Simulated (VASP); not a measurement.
# CdTe (I-4m2) in VASP: notebook

The runs below take CdTe through single point, with LDA.

Program: VASP 6.6.1. These are calculated values, not measurements. Logs are shortened: lines on timing, memory, paths and dates and some standing lists are left out, and cuts for length are marked.

### Step 1. The cell of the first run

It takes space group I-4m2 (No. 119, tetragonal). The conventional cell has a = 4.413 Å, b = 4.413 Å, c = 6.763 Å, α = 90.00°, β = 90.00°, γ = 90.00°. Within 3.7 Å of Cd (site symmetry -4m2) lie 4 Te at 2.78 Å. Te (site symmetry -4m2) has 4 Cd at 2.78 Å within 3.7 Å.

### Step 2. Single point, LDA (32.92 Å³/atom)

Contents of INCAR:

```
SYSTEM = CdTe
PREC = Accurate ; ENCUT = 520
EDIFF = 1E-7 ; ISMEAR = 0
SIGMA = 0.05 ; LREAL = .FALSE.
LASPH = .TRUE. ; NELM = 60
ALGO = Normal ; ISIF = 2
LWAVE = .FALSE. ; LCHARG = .TRUE.
LELF = .TRUE. ; LVHAR = .TRUE.
NBANDS = 16
```

Contents of KPOINTS:

```
Automatic mesh
0
G
  8 8 8
  0 0 0
```

Contents of POSCAR:

```
CdTe
1.0
    0.0000000000      3.3814327098      3.1202664112
    3.1202664112      0.0000000000      3.1202664112
    3.1202664112      3.3814327098      0.0000000000
Cd Te
1 1
Direct
    0.0000000000      0.0000000000      0.0000000000
    0.7500000000      0.7500000000      0.7500000000
```

Potentials or basis: VASP PAW LDA potentials, release 64 (Cd, Te).

Started as:

```console
> cat potpaw_LDA.64/Cd/POTCAR potpaw_LDA.64/Te/POTCAR > POTCAR
> mpirun -np 1 vasp_std > vasp.out
```

OUTCAR:

```text
SYSTEM = CdTe
   PREC = Accurate
   ENCUT = 520
   EDIFF = 1E-7
   ISMEAR = 0
   LREAL = .FALSE.
   LASPH = .TRUE.
   NELM = 60
   ISIF = 2

 ion  position               nearest neighbor table
   1  0.000  0.000  0.000-   2 2.78   2 2.78   2 2.78   2 2.78
   2  0.750  0.750  0.750-   1 2.78   1 2.78   1 2.78   1 2.78

  LATTYP: Found a body centered tetragonal cell.
 ALAT       =     4.4127230769
 C/A-ratio  =     1.5325832375

  Lattice vectors:

 A1 = (   0.0000000000,  -3.3814327098,   3.1202664112)
 A2 = (   0.0000000000,  -3.3814327098,  -3.1202664112)
 A3 = (   3.1202664112,   3.3814327098,   0.0000000000)

Analysis of symmetry for initial positions (statically):
=====================================================================
 Subroutine PRICEL returns:
 Original cell was already a primitive cell.

 Routine SETGRP: Setting up the symmetry group for a
 body centered tetragonal supercell.

 Subroutine GETGRP returns: Found  8 space group operations
 (whereof  8 operations were pure point group operations)
 out of a pool of 16 trial point group operations.

The static configuration has the point symmetry D_2d.

Analysis of symmetry for dynamics (positions and initial velocities):
=====================================================================
 Subroutine PRICEL returns:
 Original cell was already a primitive cell.

 Routine SETGRP: Setting up the symmetry group for a
 body centered tetragonal supercell.

 Subroutine GETGRP returns: Found  8 space group operations
 (whereof  8 operations were pure point group operations)
 out of a pool of 16 trial point group operations.

The dynamic configuration has the point symmetry D_2d.

 Subroutine INISYM returns: Found  8 space group operations
 (whereof  8 operations are pure point group operations),
 and found     1 'primitive' translations

----------------------------------------------------------------------------------------

                                     Primitive cell

  volume of cell :      65.8437

  direct lattice vectors                    reciprocal lattice vectors
     0.000000000  3.381432710  3.120266411    -0.160242727  0.147866317  0.160242727
     3.120266411  0.000000000  3.120266411     0.160242727 -0.147866317  0.160242727
     3.120266411  3.381432710  0.000000000     0.160242727  0.147866317 -0.160242727

  length of vectors
     4.601103090  4.412723077  4.601103090     0.270591779  0.270591779  0.270591779

  position of ions in fractional coordinates (direct lattice)
     0.000000000  0.000000000  0.000000000
     0.750000000  0.750000000  0.750000000

  ion indices of the primitive-cell ions
   primitive index   ion index
                 1           1
                 2           2

----------------------------------------------------------------------------------------

 KPOINTS: Automatic mesh

Automatic generation of k-mesh.
 Grid dimensions read from file:
 generate k-points for:    8    8    8

 Generating k-lattice:

  Cartesian coordinates                     Fractional coordinates (reciprocal lattice)
    -0.020030341  0.018483290  0.020030341     0.125000000  0.000000000 -0.000000000
     0.020030341 -0.018483290  0.020030341     0.000000000  0.125000000  0.000000000
     0.020030341  0.018483290 -0.020030341    -0.000000000  0.000000000  0.125000000

  Length of vectors
     0.033823972  0.033823972  0.033823972

  Shift w.r.t. Gamma in fractional coordinates (k-lattice)
     0.000000000  0.000000000  0.000000000

 Subroutine IBZKPT returns following result:
 ===========================================

 Found     59 irreducible k-points:

 Following reciprocal coordinates:
            Coordinates               Weight
  0.000000  0.000000  0.000000      1.000000
  0.125000  0.000000 -0.000000      8.000000
  0.250000  0.000000 -0.000000      8.000000
  0.375000  0.000000  0.000000      8.000000
  0.500000  0.000000 -0.000000      4.000000
  0.125000  0.125000  0.000000      4.000000
[... 16 lines left out ...]
  0.250000  0.000000  0.125000      8.000000
[... 43 lines left out ...]

 val. band max:        2.5630532723   @ k =   0.0000   0.0000   0.0000
 cond. band min:       3.0884978300   @ k =   0.0000   0.0000   0.0000
 fundamental gap:      0.5254445577
 Fermi energy:         2.8224888830

 k-point     1 :       0.0000    0.0000    0.0000
  band No.  band energies     occupation
      1      -8.9603      2.00000
      2      -5.9556      2.00000
      3      -5.9344      2.00000
      4      -5.9344      2.00000
      5      -5.6660      2.00000
      6      -5.6474      2.00000
[... 8 lines left out ...]
     15      11.1563      0.00000
     16      11.6242      0.00000

 k-point     2 :       0.1250    0.0000   -0.0000
  band No.  band energies     occupation
      1      -8.8957      2.00000
      2      -5.9391      2.00000
      3      -5.9221      2.00000
      4      -5.8950      2.00000
      5      -5.6645      2.00000
      6      -5.6501      2.00000
[... 8 lines left out ...]
     15      10.7530      0.00000
     16      11.4745      0.00000

 k-point     3 :       0.2500    0.0000   -0.0000
  band No.  band energies     occupation
      1      -8.7385      2.00000
      2      -5.9118      2.00000
      3      -5.8942      2.00000
      4      -5.7489      2.00000
      5      -5.6545      2.00000
      6      -5.6515      2.00000
[... 8 lines left out ...]
     15      11.0301      0.00000
     16      11.0340      0.00000

 k-point     4 :       0.3750    0.0000    0.0000
  band No.  band energies     occupation
      1      -8.5817      2.00000
      2      -5.8914      2.00000
      3      -5.8697      2.00000
      4      -5.6554      2.00000
      5      -5.6547      2.00000
      6      -5.4632      2.00000
[... 8 lines left out ...]
     15      11.6152      0.00000
     16      11.9015      0.00000
[... 324 lines left out ...]
 k-point    22 :       0.1250    0.0000    0.1250
  band No.  band energies     occupation
      1      -8.8813      2.00000
      2      -5.9110      2.00000
      3      -5.9110      2.00000
      4      -5.9105      2.00000
      5      -5.6757      2.00000
      6      -5.6442      2.00000
[... 8 lines left out ...]
     15      10.6948      0.00000
     16      12.5548      0.00000

 k-point    23 :       0.2500    0.0000    0.1250
  band No.  band energies     occupation
      1      -8.7598      2.00000
      2      -5.9003      2.00000
      3      -5.8826      2.00000
      4      -5.7894      2.00000
      5      -5.6794      2.00000
      6      -5.6434      2.00000
[... 8 lines left out ...]
     15      11.6843      0.00000
     16      12.0185      0.00000

 k-point    24 :       0.3750    0.0000    0.1250
  band No.  band energies     occupation
      1      -8.6028      2.00000
      2      -5.8841      2.00000
      3      -5.8561      2.00000
      4      -5.6741      2.00000
      5      -5.6453      2.00000
      6      -5.5440      2.00000
[... 8 lines left out ...]
     15      11.5255      0.00000
     16      12.2024      0.00000

 [... further k-points ...]

------------------------ aborting loop because EDIFF is reached ----------------------------------------

  FORCE on cell =-STRESS in cart. coord.  units (eV):
  Direction    XX          YY          ZZ          XY          YZ          ZX
  --------------------------------------------------------------------------------------
  -------------------------------------------------------------------------------------
  Total        0.2855490     -0.4213523      0.2855490      0.0000000      0.0000000      0.0000000
  in kB        6.9482765    -10.2527843      6.9482765      0.0000000      0.0000000      0.0000000
  external PRESSURE =       1.2145896 kB  Pullay stress =       0.0000000 kB

 VOLUME and BASIS-vectors are now :
 -----------------------------------------------------------------------------
  energy-cutoff  :      520.00
  volume of cell :       65.84
      direct lattice vectors                 reciprocal lattice vectors
     0.000000000  3.381432710  3.120266411    -0.160242727  0.147866317  0.160242727
     3.120266411  0.000000000  3.120266411     0.160242727 -0.147866317  0.160242727
     3.120266411  3.381432710  0.000000000     0.160242727  0.147866317 -0.160242727

 POSITION                                       TOTAL-FORCE (eV/Angst)
 -----------------------------------------------------------------------------------
      0.00000      0.00000      0.00000         0.000000      0.000000      0.000000
      4.68040      5.07215      4.68040        -0.000000     -0.000000     -0.000000
 -----------------------------------------------------------------------------------
    total drift:                               -0.000000      0.000000     -0.000000

  FREE ENERGIE OF THE ION-ELECTRON SYSTEM (eV)
  ---------------------------------------------------
  free  energy   TOTEN  =        -6.0329537812 eV

  energy  without entropy=       -6.0329537812  energy(sigma->0) =       -6.03295378
```

Wall time 40 s (1 thread of Intel Xeon Platinum 8559C (Emerald Rapids), shared host); peak memory 0.21 GiB.

Results:

| Property | Result |
| --- | --- |
| Free energy | -6.0330 eV |
| Pressure | 0.1 GPa |
| Band gap on the k mesh | 0.53 eV |

Stress tensor (GPa, compression positive):
```
 0.69  0.00  0.00
 0.00 -1.03  0.00
 0.00  0.00  0.69
```

Levels at points of the mesh, in eV from the valence-band top:
| k point | band 5 | band 6 | band 7 | band 8 | band 9 | band 10 | band 11 | band 12 | band 13 | band 14 |
| --- | --- | --- | --- | --- | --- | --- | --- | --- | --- | --- |
| (0.00, 0.00, 0.00) | -8.23 | -8.21 | -0.32 | 0.00 | 0.00 | 0.53 | 4.41 | 4.41 | 4.43 | 7.16 |
| (0.50, 0.00, 0.00) | -8.21 | -7.85 | -4.77 | -1.15 | -0.71 | 1.53 | 4.83 | 5.24 | 6.82 | 8.40 |
| (0.50, 0.50, 0.00) | -8.19 | -7.66 | -4.49 | -2.27 | -2.14 | 2.17 | 2.25 | 8.57 | 8.82 | 9.08 |
| (0.50, 0.00, 0.50) | -8.19 | -7.80 | -4.90 | -1.84 | -1.84 | 2.51 | 2.86 | 8.29 | 9.04 | 9.04 |

Caveat: spin-orbit coupling is left out, which moves the levels of the heavy elements. Expect the measured gap to be larger: semilocal functionals such as LDA lack the derivative discontinuity.

### Step 3. Single point, LDA (33.80 Å³/atom)

This run uses another cell than the first one, of 33.80 Å³/atom.

Contents of INCAR:

```
PREC = Accurate ; ENCUT = 520
EDIFF = 1E-6 ; ISMEAR = 0
SIGMA = 0.05 ; LREAL = F
LASPH = T ; NELM = 100
ALGO = Normal ; ISIF = 2
LWAVE = F ; LCHARG = F
NBANDS = 16
```

Contents of KPOINTS:

```
Automatic mesh
0
Gamma
  8 8 8
```

Contents of POSCAR:

```
CdTe
1.0
    0.0000000000      2.9834955770      3.3658569236
    3.3658569236      0.0000000000      3.3658569236
    3.3658569236      2.9834955770      0.0000000000
Cd Te
1 1
Direct
    0.0000000000      0.0000000000      0.0000000000
    0.7500000000      0.7500000000      0.7500000000
```

Potentials or basis: VASP PAW LDA potentials, release 64 (Cd, Te).

Started as:

```console
> cat potpaw_LDA.64/Cd/POTCAR potpaw_LDA.64/Te/POTCAR > POTCAR
> mpirun -np 1 vasp_std > vasp.out
```

It took 37 s on 1 thread of Intel Xeon Platinum 8559C (Emerald Rapids), shared host; peak memory 0.22 GiB.

The run converged. Its results:

| Property | Result |
| --- | --- |
| Free energy | -6.0133 eV |
| Pressure | -1.2 GPa |
| Band gap on the k mesh | 0.33 eV |

Stress tensor (GPa, compression positive):
```
-1.79  0.00  0.00
 0.00  0.05  0.00
 0.00  0.00 -1.79
```

Levels at points of the mesh, in eV from the valence-band top:
```csv
k point,band 6,band 7,band 8,band 9,band 10,band 11,band 12,band 13
"(0.00, 0.00, 0.00)",-8.22,-0.32,-0.32,0.00,0.33,4.35,4.40,4.40
"(0.50, 0.00, 0.00)",-7.89,-4.69,-1.25,-0.72,1.36,4.57,5.40,6.78
"(0.50, 0.50, 0.00)",-7.83,-4.76,-1.97,-1.80,2.40,2.69,8.06,8.12
"(0.50, 0.00, 0.50)",-7.62,-4.17,-2.42,-2.42,1.75,1.99,8.80,8.80
```

Caveat: spin-orbit coupling is left out, which moves the levels of the heavy elements.

### Step 4. Single point, LDA (33.80 Å³/atom)

This run uses another cell than the first one, of 33.80 Å³/atom.

Contents of INCAR:

```
SYSTEM = CdTe
ALGO = Normal
EDIFF = 1E-6
ENCUT = 520
GGA = CA
ISIF = 2
ISMEAR = 0
LASPH = .TRUE.
LCHARG = .FALSE.
LREAL = .FALSE.
LWAVE = .FALSE.
NBANDS = 16
NELM = 80
PREC = Accurate
SIGMA = 0.05
```

Contents of KPOINTS:

```
k-points
0
G
  8 8 8
  0 0 0
```

Contents of POSCAR:

```
CdTe
1.0
    0.0000000000      3.1477528196      3.2768611489
    3.2768611489      0.0000000000      3.2768611489
    3.2768611489      3.1477528196      0.0000000000
Cd Te
1 1
Direct
    0.0000000000      0.0000000000      0.0000000000
    0.7500000000      0.7500000000      0.7500000000
```

Started as:

```console
> cat potpaw_LDA.64/Cd/POTCAR potpaw_LDA.64/Te/POTCAR > POTCAR
> mpirun -np 1 vasp_std > vasp.out
```

Run time: 62 s. Hardware: 1 thread of Intel Xeon Platinum 8559C (Emerald Rapids), shared host; peak memory 0.22 GiB.

The run converged. Its results:

```
Free energy            : -6.0430 eV
Pressure               : -1.0 GPa
Band gap on the k mesh : 0.49 eV
```

Stress tensor (GPa, compression positive):
```
-1.19  0.00  0.00
 0.00 -0.48  0.00
 0.00  0.00 -1.19
```

Levels at points of the mesh, in eV from the valence-band top:
```csv
k point,band 6,band 7,band 8,band 9,band 10,band 11,band 12,band 13
"(0.00, 0.00, 0.00)",-8.12,-0.12,-0.12,0.00,0.49,4.42,4.43,4.43
"(0.50, 0.00, 0.00)",-7.78,-4.61,-0.97,-0.78,1.57,4.90,5.15,6.80
"(0.50, 0.50, 0.00)",-7.66,-4.55,-1.96,-1.90,2.40,2.58,8.48,8.75
"(0.50, 0.00, 0.50)",-7.59,-4.36,-2.11,-2.11,2.25,2.27,8.78,8.93
```

Caveat: spin-orbit coupling is left out, which moves the levels of the heavy elements.

### Step 5. Single point, LDA (33.80 Å³/atom)

This run uses another cell than the first one, of 33.80 Å³/atom.

Contents of INCAR:

```
SYSTEM = CdTe
PREC     = Accurate       ! precision mode
ENCUT    = 520            ! plane-wave cutoff, eV
EDIFF    = 1E-6           ! SCF threshold, eV
ISMEAR   = 0              ! smearing method
SIGMA    = 0.05           ! smearing width, eV
LREAL    = .FALSE.        ! projectors in reciprocal space
LASPH    = .TRUE.         ! aspherical terms in the spheres
NELM     = 80             ! most SCF steps
ALGO     = Normal         ! electronic algorithm
ISIF     = 2              ! what is computed and relaxed
LWAVE    = .FALSE.        ! write WAVECAR
LCHARG   = .FALSE.        ! write CHGCAR
GGA      = CA             ! functional
NBANDS   = 16             ! bands
```

Contents of KPOINTS:

```
regular mesh
0
G
  8 8 8
  0 0 0
```

Contents of POSCAR:

```
CdTe
1.0
    0.0000000000      3.5039908521      3.1058241909
    3.1058241909      0.0000000000      3.1058241909
    3.1058241909      3.5039908521      0.0000000000
Cd Te
1 1
Direct
    0.0000000000      0.0000000000      0.0000000000
    0.7500000000      0.7500000000      0.7500000000
```

Started as:

```console
> cat potpaw_LDA.64/Cd/POTCAR potpaw_LDA.64/Te/POTCAR > POTCAR
> mpirun -np 1 vasp_std > vasp.out
```

Run time: 43 s. Hardware: 1 thread of Intel Xeon Platinum 8559C (Emerald Rapids), shared host; peak memory 0.21 GiB.

The run converged. Its results:

```yaml
Free_energy: -6.0018 eV
Pressure: -1.1 GPa
Band_gap_on_the_k_mesh: 0.35 eV
```

Stress tensor (GPa, compression positive):
```
-0.20  0.00  0.00
 0.00 -3.06  0.00
 0.00  0.00 -0.20
```

Levels at points of the mesh, in eV from the valence-band top:
```
           k point  band 7  band 8  band 9  band 10  band 11  band 12
(0.00, 0.00, 0.00)   -0.50    0.00    0.00     0.35     4.41     4.41
(0.50, 0.00, 0.00)   -4.65   -1.26   -0.61     1.38     4.78     5.33
(0.50, 0.50, 0.00)   -4.32   -2.28   -2.10     2.12     2.14     8.10
(0.50, 0.00, 0.50)   -4.92   -1.67   -1.67     2.64     3.01     7.88
```

Caveat: spin-orbit coupling is left out, which moves the levels of the heavy elements.

### Step 6. Single point, LDA (33.80 Å³/atom)

This run uses another cell than the first one, of 33.80 Å³/atom.

Contents of INCAR:

```
PREC = Accurate
ENCUT = 520
EDIFF = 1E-6
ISMEAR = 0
SIGMA = 0.05
LREAL = False
LASPH = True
NELM = 80
ALGO = Normal
ISIF = 2
LWAVE = False
LCHARG = False
GGA = CA
NBANDS = 16
```

Contents of KPOINTS:

```
regular mesh
0
Gamma
  8 8 8
```

Contents of POSCAR:

```
CdTe
1.0
    0.0000000000      3.4112348169      3.1477667407
    3.1477667407      0.0000000000      3.1477667407
    3.1477667407      3.4112348169      0.0000000000
Cd Te
1 1
Direct
    0.0000000000      0.0000000000      0.0000000000
    0.7500000000      0.7500000000      0.7500000000
```

Potentials or basis: VASP PAW LDA potentials, release 64 (Cd, Te).

Started as:

```console
> cat potpaw_LDA.64/Cd/POTCAR potpaw_LDA.64/Te/POTCAR > POTCAR
> mpirun -np 1 vasp_std > vasp.out
```

Wall time 45 s (1 thread of Intel Xeon Platinum 8559C (Emerald Rapids), shared host); peak memory 0.22 GiB.

Results (log left out):

```yaml
Free_energy: -6.0279 eV
Pressure: -1.0 GPa
Band_gap_on_the_k_mesh: 0.45 eV
```

Stress tensor (GPa, compression positive):
```
-0.43  0.00  0.00
 0.00 -2.21  0.00
 0.00  0.00 -0.43
```

Levels at points of the mesh, in eV from the valence-band top:
```csv
k point,band 5,band 6,band 7,band 8,band 9,band 10,band 11,band 12,band 13,band 14
"(0.00, 0.00, 0.00)",-8.15,-8.13,-0.31,0.00,0.00,0.45,4.43,4.43,4.45,7.13
"(0.50, 0.00, 0.00)",-8.13,-7.79,-4.62,-1.10,-0.68,1.51,4.84,5.25,6.81,8.30
"(0.50, 0.50, 0.00)",-8.11,-7.61,-4.36,-2.17,-2.05,2.24,2.26,8.46,8.68,8.96
"(0.50, 0.00, 0.50)",-8.11,-7.75,-4.76,-1.76,-1.76,2.56,2.86,8.16,8.91,8.91
```

Caveat: spin-orbit coupling is left out, which moves the levels of the heavy elements. LDA gaps usually lie below the measured ones, often by a third to a half.

### Step 7. Summary

| cell | gap on the mesh (eV) | pressure (GPa) |
| --- | --- | --- |
| a = 4.601, b = 4.413 Å, angles 61.3, 57.3, 61.3°, 2 atoms | 0.53 | 0.1 |
| a = 4.498, b = 4.760 Å, angles 58.1, 63.9, 58.1°, 2 atoms | 0.33 | -1.2 |
| a = 4.544, b = 4.634 Å, angles 59.3, 61.3, 59.3°, 2 atoms | 0.49 | -1.0 |
| a = 4.682, b = 4.392 Å, angles 62.0, 55.9, 62.0°, 2 atoms | 0.35 | -1.1 |
| a = 4.642, b = 4.452 Å, angles 61.3, 57.3, 61.3°, 2 atoms | 0.45 | -1.0 |

Alike in all rows: task single point; level LDA; potentials or basis VASP PAW LDA potentials, release 64 (Cd, Te); no spin polarisation; k mesh 8 × 8 × 8; cutoff (eV) 520; smearing gaussian 0.05 eV.

Caveats: spin-orbit coupling is left out, which moves the levels of the heavy elements.

Total energies depend on the potentials used, so only differences within one code and one set of settings carry meaning.
